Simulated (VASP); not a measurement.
Input of a VASP 6.6.1 run:

The input INCAR:

```
PREC = Accurate
ENCUT = 520
EDIFF = 1E-6
ISMEAR = 0
SIGMA = 0.1
LREAL = False
LASPH = True
NELM = 100
ALGO = Normal
ISIF = 2
LWAVE = False
LCHARG = False
GGA = PE
NBANDS = 32
```

Contents of KPOINTS:

```
regular mesh
0
Gamma
  12 12 4
```

POSCAR

```
GaP2
1.0
    3.4343130154      0.0000000000      0.0000000000
   -1.7171565077      2.9742023159      0.0000000000
    0.0000000000      0.0000000000      9.8498830048
Ga P
2 4
Direct
    0.0000000000      0.0000000000      0.2500000000
    0.0000000000      0.0000000000      0.7500000000
    0.3333333333      0.6666666667      0.4334708438
    0.6666666667      0.3333333333      0.9334708438
    0.3333333333      0.6666666667      0.0665291562
    0.6666666667      0.3333333333      0.5665291562
```

Potentials or basis: VASP PAW PBE potentials, release 64 (Ga_d, P).

The run is started by

```bash
$ cat potpaw_PBE.64/Ga_d/POTCAR potpaw_PBE.64/P/POTCAR > POTCAR
$ mpirun -np 1 vasp_std > vasp.out
```

(1) Predict the largest force.

(2) Estimate the pressure.

(3) What does it give for the band gap on the k mesh?

## Answers

(1) 0.033 eV/Å.

(2) 0.0 GPa.

(3) zero (band 23 reaches 9.29 eV, above the bottom of band 24 at 6.18 eV).
